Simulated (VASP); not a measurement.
## Al12H: single point with PBE

Slab: Al12H, a slab with vacuum.

```
Al H
1.0
     5.71352    0.00000    0.00000
    -2.85676    4.94805    0.00000
     0.00000    0.00000   21.60138
Al H
12 1
Direct
  0.33333 0.16667 0.18517
  0.33333 0.66667 0.18517
  0.83333 0.16667 0.18517
  0.83333 0.66667 0.18517
  0.16667 0.33333 0.29168
  0.16667 0.83333 0.29168
  0.66667 0.33333 0.29168
  0.66667 0.83333 0.29168
  0.00000 0.00000 0.39819
  0.00000 0.50000 0.39819
  0.50000 0.00000 0.39819
  0.50000 0.50000 0.39819
  0.33333 0.66667 0.38430
```

* Program: VASP 6.6.1
* Task: single point
* Functional: PBE
* Potentials or basis: VASP PAW PBE potentials, release 64 (Al, H)
* Cutoff: 520 eV
* k mesh: 6 × 6 × 1
* Occupations: gaussian, width 0.1 eV
* Spin: collinear spin, ferromagnetic start
* Starting moments: [0.0, 0.0, 0.0, 0.0, 0.0, 0.0, 0.0, 0.0, 0.0, 0.0, 0.0, 0.0, 1.0] μB
* Dipole correction: yes
* Further INCAR settings: ALGO = Normal; EDIFF = 1e-06; NBANDS = 34

```json
{
  "Largest force": "1.257 eV/Å",
  "Net moment": "0.00 μB per cell",
  "Valence electrons inside the program's atomic spheres": "Al 0.76, 0.78; H 0.64"
}
```

Forces on the atoms (eV/Å):
```
Al  -0.022 -0.013 -0.074
Al   0.000  0.000  0.029
Al   0.022 -0.013 -0.074
Al   0.000  0.026 -0.074
Al   0.000 -0.131 -0.114
Al  -0.114  0.066 -0.114
Al   0.000  0.000  0.056
Al   0.114  0.066 -0.114
Al   0.000  0.000  0.060
Al  -1.082 -0.624  0.142
Al   0.000  1.249  0.142
Al   1.082 -0.624  0.142
H    0.000  0.000 -0.005
```

Levels at points of the mesh, in eV from the Fermi level:
Spin up:
```tsv
k point	band 16	band 17	band 18	band 19	band 20	band 21
(0.00, 0.00, 0.00)	-2.86	-0.96	-0.52	-0.52	-0.30	-0.30
(0.50, 0.00, 0.00)	-0.65	-0.55	-0.35	0.36	0.80	0.88
```
Spin down:
```
           k point  band 16  band 17  band 18  band 19  band 20  band 21
(0.00, 0.00, 0.00)    -2.86    -0.96    -0.52    -0.52    -0.30    -0.30
(0.50, 0.00, 0.00)    -0.65    -0.55    -0.35     0.36     0.80     0.88
```

Run time: 13 min on 1 thread of Intel Xeon 6975P-C (shared host), peak memory 0.92 GiB.
